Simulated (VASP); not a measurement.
# PbS: single point with r2SCAN

The system is PbS.

```xyz
4
Lattice="2.1349 -6.0718 0.0000 2.1349 6.0718 0.0000 0.0000 0.0000 4.4074" Properties=species:S:1:pos:R:3 pbc="T T T"
Pb    2.1349   -4.4394    3.3056
Pb    2.1349    4.4394    1.1019
S     2.1349   -1.7725    3.3056
S     2.1349    1.7725    1.1019
```

This cell differs from its parent crystal: strain +3.5%.

| Property | Result |
| --- | --- |
| Program | VASP 6.6.1 |
| Task | single point |
| Functional | r2SCAN |
| Potentials or basis | VASP PAW PBE potentials, release 64 (Pb_d, S) |
| Cutoff | 520 eV |
| k mesh | 6 × 6 × 6 |
| Occupations | gaussian, width 0.01 eV |
| Spin | no spin polarisation |

The pressure is -2.5 GPa, the largest force is 0.021 eV/Å and the band gap on the k mesh is 1.84 eV (least direct gap 1.92 eV).

Forces in eV/Å, atoms in the order of the input:
```
Pb   0.000  0.021  0.000
Pb   0.000 -0.021  0.000
S    0.000 -0.009  0.000
S    0.000  0.009  0.000
```

Stress tensor (GPa, compression positive):
```
-3.14  0.00  0.00
 0.00 -0.85  0.00
 0.00  0.00 -3.41
```

Levels at points of the mesh, in eV from the valence-band top:
```
           k point  band 16  band 17  band 18  band 19  band 20  band 21  band 22  band 23  band 24  band 25
(0.00, 0.00, 0.00)    -2.65    -2.13    -1.31    -1.19    -0.37     5.09     5.22     5.34     5.88     5.89
(0.50, 0.00, 0.00)    -1.77    -1.18    -1.01    -0.34    -0.28     2.19     2.31     2.71     3.52     3.54
(0.50, 0.50, 0.00)    -2.38    -1.71    -1.52    -1.02    -0.30     1.84     4.73     5.43     5.48     5.64
(0.00, 0.00, 0.50)    -2.41    -0.95    -0.95    -0.09    -0.09     2.31     2.31     3.22     3.22     5.51
(0.50, 0.00, 0.50)    -3.88    -2.62    -2.62    -1.24    -1.24     4.07     4.07     5.46     5.46     6.58
(0.50, 0.50, 0.50)    -1.08    -1.04    -1.04    -0.29    -0.29     2.11     2.11     3.61     3.61     4.03
```

Wall time 10 min on 1 thread of AMD EPYC 9R45 96-Core Processor (Zen 5), with other jobs on the host, peak memory 0.35 GiB.

Caveat: the cell differs from its parent crystal (strain +3.5%); the PAW data sets were made with another functional, which shifts forces and pressure a little; spin-orbit coupling is left out, which moves the levels of the heavy elements. A k mesh can miss the band edges.
